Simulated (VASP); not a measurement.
# NiO (Fm-3m) in VASP: notebook

NiO is run at these levels: revPBE+D3(BJ), RPBE+D4; tasks: single point.

Everything below comes from runs of VASP 6.6.1. Logs are shortened: lines on timing, memory, paths and dates and some standing lists are left out, and cuts for length are marked.

**Experimental background.**

From “Local correlations, non-local screening, multiplets, and band formation in NiO”, 2012, arxiv:1210.6675, for a bulk crystal of NiO: band gap 4.3 eV.

The runs below are set against these values where they give the same quantity.

## 1. The cell of the first run

It takes space group Fm-3m (No. 225, cubic). Conventional cell: a = 4.202 Å, b = 4.202 Å, c = 4.202 Å, α = 90.00°, β = 90.00°, γ = 90.00°. Within 2.8 Å of Ni (site symmetry m-3m) lie 6 O at 2.10 Å. O (site symmetry m-3m) has 6 Ni at 2.10 Å within 2.8 Å.

## 2. Single point, revPBE+D3(BJ), collinear spin, ferromagnetic start

INCAR

```
SYSTEM = NiO
PREC = Accurate ; ENCUT = 520
EDIFF = 1E-6 ; ISMEAR = -1
SIGMA = 0.05 ; LREAL = .FALSE.
LASPH = .TRUE. ; NELM = 150
ALGO = Normal ; ISIF = 2
LWAVE = .FALSE. ; LCHARG = .FALSE.
ISPIN = 2 ; MAGMOM = 1 0
LORBIT = 11 ; LMAXMIX = 4
GGA = RE ; IVDW = 12
NBANDS = 19
```

KPOINTS

```
regular mesh
0
G
  11 11 11
  0 0 0
```

POSCAR

```
NiO
1.0
    0.0000000000      2.1009134706      2.1009134706
    2.1009134706      0.0000000000      2.1009134706
    2.1009134706      2.1009134706      0.0000000000
Ni O
1 1
Direct
    0.0000000000      0.0000000000      0.0000000000
    0.5000000000      0.5000000000      0.5000000000
```

Potentials or basis: VASP PAW PBE potentials, release 64 (Ni, O).

Launch:

```
> cat potpaw_PBE.64/Ni/POTCAR potpaw_PBE.64/O/POTCAR > POTCAR
> mpirun -np 1 vasp_std > vasp.out
```

OUTCAR:

```text
SYSTEM = NiO
   PREC = Accurate
   ENCUT = 520
   EDIFF = 1E-6
   ISMEAR = -1
   LREAL = .FALSE.
   LASPH = .TRUE.
   NELM = 150
   ISIF = 2
   ISPIN = 2
   LORBIT = 11
   GGA = RE
   IVDW = 12
 IVDW          = 12

 ion  position               nearest neighbor table
   1  0.000  0.000  0.000-   2 2.10   2 2.10   2 2.10   2 2.10   2 2.10   2 2.10
   2  0.500  0.500  0.500-   1 2.10   1 2.10   1 2.10   1 2.10   1 2.10   1 2.10

  LATTYP: Found a face centered cubic cell.
 ALAT       =     4.2018269412

  Lattice vectors:

 A1 = (   0.0000000000,   2.1009134706,   2.1009134706)
 A2 = (   2.1009134706,   0.0000000000,   2.1009134706)
 A3 = (   2.1009134706,   2.1009134706,   0.0000000000)

Analysis of symmetry for initial positions (statically):
=====================================================================
 Subroutine PRICEL returns:
 Original cell was already a primitive cell.

 Routine SETGRP: Setting up the symmetry group for a
 face centered cubic supercell.

 Subroutine GETGRP returns: Found 48 space group operations
 (whereof 48 operations were pure point group operations)
 out of a pool of 48 trial point group operations.

The static configuration has the point symmetry O_h .

Analysis of symmetry for dynamics (positions and initial velocities):
=====================================================================
 Subroutine PRICEL returns:
 Original cell was already a primitive cell.

 Routine SETGRP: Setting up the symmetry group for a
 face centered cubic supercell.

 Subroutine GETGRP returns: Found 48 space group operations
 (whereof 48 operations were pure point group operations)
 out of a pool of 48 trial point group operations.

The dynamic configuration has the point symmetry O_h .

Analysis of structural, dynamic, and magnetic symmetry:
=====================================================================
 Subroutine PRICEL returns:
 Original cell was already a primitive cell.

 Routine SETGRP: Setting up the symmetry group for a
 face centered cubic supercell.

 Subroutine GETGRP returns: Found 48 space group operations
 (whereof 48 operations were pure point group operations)
 out of a pool of 48 trial point group operations.

The overall configuration has the point symmetry O_h .

 Subroutine INISYM returns: Found 48 space group operations
 (whereof 48 operations are pure point group operations),
 and found     1 'primitive' translations

----------------------------------------------------------------------------------------

                                     Primitive cell

  volume of cell :      18.5462

  direct lattice vectors                    reciprocal lattice vectors
     0.000000000  2.100913471  2.100913471    -0.237991715  0.237991715  0.237991715
     2.100913471  0.000000000  2.100913471     0.237991715 -0.237991715  0.237991715
     2.100913471  2.100913471  0.000000000     0.237991715  0.237991715 -0.237991715

  length of vectors
     2.971140323  2.971140323  2.971140323     0.412213742  0.412213742  0.412213742

  position of ions in fractional coordinates (direct lattice)
     0.000000000  0.000000000  0.000000000
     0.500000000  0.500000000  0.500000000

  ion indices of the primitive-cell ions
   primitive index   ion index
                 1           1
                 2           2

----------------------------------------------------------------------------------------

 KPOINTS: regular mesh

Automatic generation of k-mesh.
 Grid dimensions read from file:
 generate k-points for:   11   11   11

 Generating k-lattice:

  Cartesian coordinates                     Fractional coordinates (reciprocal lattice)
    -0.021635610  0.021635610  0.021635610     0.090909091  0.000000000  0.000000000
     0.021635610 -0.021635610  0.021635610     0.000000000  0.090909091  0.000000000
     0.021635610  0.021635610 -0.021635610     0.000000000  0.000000000  0.090909091

  Length of vectors
     0.037473977  0.037473977  0.037473977

  Shift w.r.t. Gamma in fractional coordinates (k-lattice)
     0.000000000  0.000000000  0.000000000

 Subroutine IBZKPT returns following result:
 ===========================================

 Found     56 irreducible k-points:

 Following reciprocal coordinates:
            Coordinates               Weight
  0.000000  0.000000  0.000000      1.000000
  0.090909  0.000000  0.000000      8.000000
  0.181818  0.000000  0.000000      8.000000
  0.272727  0.000000  0.000000      8.000000
  0.363636  0.000000  0.000000      8.000000
  0.454545  0.000000  0.000000      8.000000
[... 16 lines left out ...]
 -0.272727  0.181818  0.000000     24.000000
 -0.181818  0.181818  0.000000     12.000000
 [... further k-points ...]
   k-points           NKPTS =     56   k-points in BZ     NKDIM =     56   number of bands    NBANDS=     19
   number of dos      NEDOS =    301   number of ions     NIONS =      2
   total plane-waves  NPLWV =  13824
   dimension x,y,z NGX =    24 NGY =   24 NGZ =   24
   dimension x,y,z NGXF=    48 NGYF=   48 NGZF=   48
   ions per type =               1   1
   NGX,Y,Z   is equivalent  to a cutoff of  13.43, 13.43, 13.43 a.u.
   NGXF,Y,Z  is equivalent  to a cutoff of  26.86, 26.86, 26.86 a.u.
 SYSTEM =  NiO
   PREC   = accura    normal or accurate (medium, high low for compatibility)
   ISTART =      0    job   : 0-new  1-cont  2-samecut
   ICHARG =      2    charge: 1-file 2-atom 10-const
   ISPIN  =      2    spin polarized calculation?
   LNONCOLLINEAR =      F non collinear calculations
   LSORBIT =      F    spin-orbit coupling
   LASPH  =      T    aspherical Exc in radial PAW
   ENCUT  =  520.0 eV  38.22 Ry    6.18 a.u.   5.52  5.52  5.52*2*pi/ulx,y,z
   NELM   =    150;   NELMIN=  2; NELMDL= -5     # of ELM steps
   EDIFF  = 0.1E-05   stopping-criterion for ELM
   LREAL  =      F    real-space projection
   EDIFFG = 0.1E-04   stopping-criterion for IOM
   NSW    =      0    number of steps for IOM
   IBRION =     -1    ionic relax: 0-MD 1-quasi-New 2-CG
   NFREE  =      0    steps in history (QN), initial steepest desc. (CG)
   ISIF   =      2    stress and relaxation
   ISYM   =      2    0-nonsym 1-usesym 2-fastsym
   POTIM  = 0.5000    time-step for ionic-motion
   TEBEG  =    0.0;   TEEND  =   0.0 temperature during run
   PSTRESS=    0.0 pullay stress
   NELECT =      16.0000    total number of electrons
   NUPDOWN=      -1.0000    fix difference up-down
   EMIN   =  10.00;   EMAX   =-10.00  energy-range for DOS
   EFERMI =   0.00;   METHOD = LEGACY
   ISMEAR =    -1;   SIGMA  =   0.05  broadening in eV -4-tet -1-fermi 0-gaus
   EFERMI_NEDOS =   21; number of points for ismear=-14 and -15
   IALGO  =     38    algorithm
   IMIX   =      4    mixing-type and parameters
     AMIX     =   0.40;   BMIX     =  1.00
     AMIX_MAG =   1.60;   BMIX_MAG =  1.00
  volume/ion in A,a.u.               =       9.27        62.58
  Fermi-wavevector in a.u.,A,eV,Ry     =   1.558464  2.945069 33.045949  2.428809
  Thomas-Fermi vector in A             =   2.661964
   LORBIT       =     11    0 simple, 1 ext, 2 COOP (PROOUT), +10 PAW based schemes
   GGA     = RE    functional components
   LHFCALC =     F    Hartree Fock is set to
   AEXX    =    0.0000 exact exchange contribution
   IVDW    =    12    specifies the selected vdW correction
   LEPSILON=     F    determine dielectric tensor
   LRPA    =     F    only Hartree local field effects (RPA)
 spin polarized calculation
  energy-cutoff  :      520.00
  volume of cell :       18.55
 maximum number of plane-waves:       531
 NGX is ok and might be reduce to    24
   NGX = 11   NGY = 11   NGZ = 11

 number of electron      16.0000011 magnetization       1.8190335

 Free energy of the ion-electron system (eV)
  ---------------------------------------------------
  ext. energy  EPLUGINS =         0.00000000
  ---------------------------------------------------
  free energy    TOTEN  =       -10.74214536 eV

  energy without entropy =      -10.73398849  energy(sigma->0) =      -10.73806692

 E-fermi :   7.7431     XC(G=0): -12.4387

 val. band max:        7.7279447143   @ k =  -0.2727   0.2727   0.0000
 cond. band min:       7.7668858321   @ k =   0.2727   0.1818   0.0000
 fundamental gap:      0.0389411178
 Fermi energy:         7.7430886204

 spin component 1

 k-point     1 :       0.0000    0.0000    0.0000
  band No.  band energies     occupation
      1     -12.4838      1.00000
      2       4.5488      1.00000
      3       4.5488      1.00000
      4       4.8566      1.00000
      5       4.8566      1.00000
      6       4.8566      1.00000
[... 11 lines left out ...]
     18      33.4717      0.00000
     19      33.4718      0.00000
[... 485 lines left out ...]
 k-point    24 :      -0.1818    0.1818    0.0000
  band No.  band energies     occupation
      1     -11.6961      1.00000
      2       1.2842      1.00000
      3       2.3368      1.00000
      4       3.0477      1.00000
      5       5.1346      1.00000
      6       5.3965      1.00000
[... 11 lines left out ...]
     18      38.4009      0.00000
     19      39.6810      0.00000

 [... further k-points ...]

 spin component 2

 k-point     1 :       0.0000    0.0000    0.0000
  band No.  band energies     occupation
      1     -12.0234      1.00000
      2       5.3946      1.00000
      3       5.3946      1.00000
      4       5.3946      1.00000
      5       5.9223      1.00000
      6       5.9224      1.00000
[... 11 lines left out ...]
     18      34.0751      0.00000
     19      34.0753      0.00000
[... 485 lines left out ...]
 k-point    24 :      -0.1818    0.1818    0.0000
  band No.  band energies     occupation
      1     -11.2048      1.00000
      2       1.8778      1.00000
      3       3.5794      1.00000
      4       3.6330      1.00000
      5       6.2655      1.00000
      6       6.8071      1.00000
[... 11 lines left out ...]
     18      38.8203      0.00000
     19      39.7418      0.00000

 [... further k-points ...]

------------------------ aborting loop because EDIFF is reached ----------------------------------------

 Edisp (eV)   -1.02998

 E8    (eV) :    -0.6745

  FORCE on cell =-STRESS in cart. coord.  units (eV):
  Direction    XX          YY          ZZ          XY          YZ          ZX
  --------------------------------------------------------------------------------------
  -------------------------------------------------------------------------------------
  Total      -0.08009    -0.08009    -0.08009    -0.00000     0.00000    -0.00000
  in kB      -6.91900    -6.91900    -6.91900    -0.00000     0.00000    -0.00000
  external pressure =       -6.92 kB  Pullay stress =        0.00 kB

 VOLUME and BASIS-vectors are now :
 -----------------------------------------------------------------------------
  energy-cutoff  :      520.00
  volume of cell :       18.55
      direct lattice vectors                 reciprocal lattice vectors
     0.000000000  2.100913471  2.100913471    -0.237991715  0.237991715  0.237991715
     2.100913471  0.000000000  2.100913471     0.237991715 -0.237991715  0.237991715
     2.100913471  2.100913471  0.000000000     0.237991715  0.237991715 -0.237991715

 POSITION                                       TOTAL-FORCE (eV/Angst)
 -----------------------------------------------------------------------------------
      0.00000      0.00000      0.00000        -0.000000      0.000000      0.000000
      2.10091      2.10091      2.10091         0.000000     -0.000000     -0.000000
 -----------------------------------------------------------------------------------
    total drift:                                0.000000     -0.000000     -0.000000

  FREE ENERGIE OF THE ION-ELECTRON SYSTEM (eV)
  ---------------------------------------------------
  free  energy   TOTEN  =       -11.7721253123 eV

  energy  without entropy=      -11.7639684411  energy(sigma->0) =      -11.76804688

 total charge

# of ion       s       p       d       tot
------------------------------------------
    1        0.325   0.390   8.221   8.936
    2        1.560   3.427   0.000   4.986
--------------------------------------------------
tot          1.884   3.817   8.221  13.922

 magnetization (x)

# of ion       s       p       d       tot
------------------------------------------
    1        0.011   0.014   1.470   1.495
    2        0.028   0.253   0.000   0.280
--------------------------------------------------
tot          0.039   0.267   1.470   1.775
```

Run time: 18 s. Hardware: 1 thread of Intel Xeon 6975P-C (Granite Rapids), shared host; peak memory 0.18 GiB.

What came out:

```yaml
Free_energy: -11.7721 eV
Pressure: -0.7 GPa
Net_moment: 1.82 μB per cell
Site_moments: Ni +1.50; O +0.28 μB
Valence_electrons_inside_the_program's_atomic_spheres: Ni 8.94; O 4.99
Dispersion_energy_per_atom: -0.515 eV
```

Levels at points of the mesh, in eV from the Fermi level:
Spin up:
```tsv
k point	band 7	band 8	band 9	band 10	band 11	band 12
(0.00, 0.00, 0.00)	-2.66	-2.66	-2.66	1.48	17.86	18.82
```
Spin down:
```csv
k point,band 3,band 4,band 5,band 6,band 7,band 8,band 9,band 10,band 11,band 12
"(0.00, 0.00, 0.00)",-2.35,-2.35,-1.82,-1.82,-1.82,-0.48,-0.48,1.84,17.76,19.02
```

Caveat: the PAW data sets were made with another functional, which shifts forces and pressure a little; a cell with one magnetic atom can't hold antiferromagnetic order, which such compounds often take; semilocal functionals often make such compounds metallic where correlation or magnetic order opens a gap, which also shifts bond lengths.

(Part 1 of 2 ends here.)
